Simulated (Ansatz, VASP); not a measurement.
## Ti in VASP and in Ansatz

File INCAR:

```
  PREC = Accurate
  ENCUT = 520
  EDIFF = 1E-6
  ISMEAR = 0
  SIGMA = 0.15
  LREAL = F
  LASPH = T
  NELM = 60
  ALGO = Fast
  ISIF = 2
  LWAVE = F
  LCHARG = F
  GGA = CA
  NBANDS = 12
```

Contents of KPOINTS:

```
regular mesh
0
Gamma
  22 22 22
```

POSCAR

```
Ti
1.0
    0.0000000000      1.9964287571      1.8480941004
    1.9964287571      0.0000000000      1.8480941004
    1.9964287571      1.9964287571      0.0000000000
Ti
1
Direct
    0.0000000000      0.0000000000      0.0000000000
```

Input for Ansatz:

```yaml
crystal:
  lattice:
    - [0.0, 1.9964287571, 1.8480941004]
    - [1.9964287571, 0.0, 1.8480941004]
    - [1.9964287571, 1.9964287571, 0.0]
  atoms:
    - { symbol: Ti, position: [0.0, 0.0, 0.0] }
basis:
  ecutwfc: 520.0
kpoints:
  mp_grid: { grid: [22, 22, 22] }
hamiltonian:
  xc: lda
  pseudopotentials: { kind: paw, azcp: { folder: soft_1 } }
scf:
  occupations: { method: gaussian, width: 0.15 }
output:
  forces: true
  stress: true
  eigenvalues: true
```

Alike in both runs: task single point; functional LDA; k mesh 22 × 22 × 22; occupations gaussian, width 0.15 eV; no spin polarisation.

```csv
,VASP,Ansatz
version,VASP 6.6.1,Ansatz 0.2.0
potentials or method,"VASP PAW LDA potentials, release 64 (Ti_sv), cutoff 520 eV","scalar-relativistic, plane waves, PAW"
valence electrons in the cell,12,12
```

|  | VASP | Ansatz | Ansatz less VASP |
| --- | --- | --- | --- |
| gap on the k mesh at the Fermi level (eV) | none | none | - |
| pressure (GPa) | 11.3 | 11.7 | +0.33 |
| traceless stress, the component that is largest in VASP (GPa) | 1.45 | 1.43 | -0.025 |

Ansatz warns that its potentials were made for another functional, while VASP's fit it. LDA's correlation is that of Perdew and Zunger in VASP and of Perdew and Wang (1992) in Ansatz. A gap of «none» marks a metal or a gap that the smearing closes.
